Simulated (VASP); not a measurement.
Write the native input for VASP 6.6.1 that does the following.

| Property | Result |
| --- | --- |
| Task | single point |
| Functional | PBE |
| Potentials or basis | VASP PAW PBE potentials, release 64 (P) |
| Cutoff | 520 eV |
| k mesh | 17 × 17 × 17 |
| Occupations | fermi-dirac, width 0.08 eV |
| Spin | no spin polarisation |
| Dipole correction | no |
| Further INCAR settings | ALGO = Normal; EDIFF = 1e-07; NBANDS = 8 |

The structure of P lies in POSCAR:

```
P
1.0
    0.0000000000      1.9363923620      1.9363923620
    1.9363923620      0.0000000000      1.9363923620
    1.9363923620      1.9363923620      0.0000000000
P
1
Direct
    0.0000000000      0.0000000000      0.0000000000
```

The input as run:

INCAR

```
SYSTEM = P
PREC = Accurate
ENCUT = 520
EDIFF = 1E-7
ISMEAR = -1
SIGMA = 0.08
LREAL = .False.
LASPH = .True.
NELM = 100
ALGO = Normal
ISIF = 2
LWAVE = .False.
LCHARG = .False.
GGA = PE
NBANDS = 8
```

KPOINTS

```
Automatic mesh
0
Gamma
  17 17 17
  0 0 0
```

Potentials or basis: VASP PAW PBE potentials, release 64 (P).

Command:

```bash
$ cat potpaw_PBE.64/P/POTCAR > POTCAR
$ mpirun -np 1 vasp_std > vasp.out
```

Results of the run:

```yaml
Pressure: -0.2 GPa
```

It took 16 s on 1 thread of Intel(R) Xeon(R) Platinum 8175M CPU @ 2.50GHz (Skylake/Cascade Lake), on a shared host, peak memory 0.13 GiB.
